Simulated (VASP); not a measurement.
V: single point with PBE

Crystal: V.

```
V
1.0
     2.46522    0.00000    0.00000
    -1.23261    2.13494    0.00000
     0.00000    0.00000    2.29326
V
1
Cartesian
  0.0000 0.0000 0.0000
```

This cell differs from its parent crystal: volume scaled by 0.85.

- Program: VASP 6.6.1
- Task: single point
- Functional: PBE
- Potentials or basis: VASP PAW PBE potentials, release 64 (V_sv)
- Cutoff: 520 eV
- k mesh: 17 × 17 × 15
- Occupations: fermi-dirac, width 0.05 eV
- Spin: no spin polarisation

```json
{"Pressure": "35.1 GPa"}
```

Stress tensor (GPa, compression positive):
```
34.87  0.00  0.00
 0.00 34.87  0.00
 0.00  0.00 35.49
```

Levels at points of the mesh, in eV from the Fermi level:
```csv
k point,band 4,band 5,band 6,band 7,band 8,band 9
"(0.00, 0.00, 0.00)",-37.00,-7.08,-2.97,0.13,0.13,4.03
```

It took 10 s on 1 thread of Intel(R) Xeon(R) 6975P-C (Granite Rapids), on a shared host, peak memory 0.14 GiB.
